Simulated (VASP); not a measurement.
Write the native input for VASP 6.6.1 that does the following.

* Task: single point
* Functional: PBE
* Potentials or basis: VASP PAW PBE potentials, release 64 (Mg_sv, O)
* Cutoff: 840 eV
* k mesh: 10 × 10 × 10
* Occupations: gaussian, width 0.02 eV
* Spin: no spin polarisation
* Dipole correction: no
* Further INCAR settings: ALGO = Normal; EDIFF = 1e-06; NBANDS = 15

The structure of MgO lies in POSCAR:

```
MgO
1.0
    0.0000000000      2.0735331938      2.0735331938
    2.0735331938      0.0000000000      2.0735331938
    2.0735331938      2.0735331938      0.0000000000
Mg O
1 1
Direct
    0.0000000000      0.0000000000      0.0000000000
    0.5000000000      0.5000000000      0.5000000000
```

These files were run (other wordings do the same):

INCAR

```
PREC     = Accurate       # precision mode
ENCUT    = 840            # plane-wave cutoff, eV
EDIFF    = 1E-6           # SCF threshold, eV
ISMEAR   = 0              # smearing method
SIGMA    = 0.02           # smearing width, eV
LREAL    = F              # projectors in reciprocal space
LASPH    = T              # aspherical terms in the spheres
NELM     = 120            # most SCF steps
ALGO     = Normal         # electronic algorithm
ISIF     = 2              # what is computed and relaxed
LWAVE    = F              # write WAVECAR
LCHARG   = F              # write CHGCAR
GGA      = PE             # functional
NBANDS   = 15             # bands
GGA_COMPAT= F
```

KPOINTS

```
regular mesh
0
Gamma
  10 10 10
```

Potentials or basis: VASP PAW PBE potentials, release 64 (Mg_sv, O).

Command:

```bash
$ cat potpaw_PBE.64/Mg_sv/POTCAR potpaw_PBE.64/O/POTCAR > POTCAR
$ mpirun -np 1 vasp_std > vasp.out
```

It gave:

* Pressure: 13.5 GPa
* Band gap on the k mesh: 5.21 eV

Caveat: the cell stands under pressure.

Wall time 20 s on 1 thread of AMD EPYC 7R43 64-Core Processor (Zen 3) (shared host), peak memory 0.13 GiB.
